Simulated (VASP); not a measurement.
A run of VASP 6.6.1:

File INCAR:

```
  ALGO = Normal
  EDIFF = 1E-6
  ENCUT = 520
  GGA = PS
  ISIF = 2
  ISMEAR = 1
  LASPH = T
  LCHARG = F
  LREAL = F
  LWAVE = F
  NBANDS = 24
  NELM = 60
  PREC = Accurate
  SIGMA = 0.1
```

The input KPOINTS:

```
k-points
0
Gamma
  8 8 8
```

The input POSCAR:

```
LuPd
1.0
    3.4819777886      0.0000000000      0.0000000000
    0.0000000000      3.4819777886      0.0000000000
    0.0000000000      0.0000000000      3.4819777886
Lu Pd
1 1
Direct
    0.0000000000      0.0000000000      0.0000000000
    0.5000000000      0.5000000000      0.5000000000
```

Potentials or basis: VASP PAW PBE potentials, release 64 (Lu, Pd).

Command:

```sh
$ cat potpaw_PBE.64/Lu/POTCAR potpaw_PBE.64/Pd/POTCAR > POTCAR
$ mpirun -np 1 vasp_std > vasp.out
```

Hardware: 1 thread of Intel(R) Xeon(R) Platinum 8375C CPU @ 2.90GHz (Ice Lake), with other jobs on the host.

Problem. Estimate the wall time of this run.

Solution. Wall time 32 s on 1 thread of Intel(R) Xeon(R) Platinum 8375C CPU @ 2.90GHz (Ice Lake), on a shared host, peak memory 0.19 GiB. Counts: scf iterations 13, k points 35.
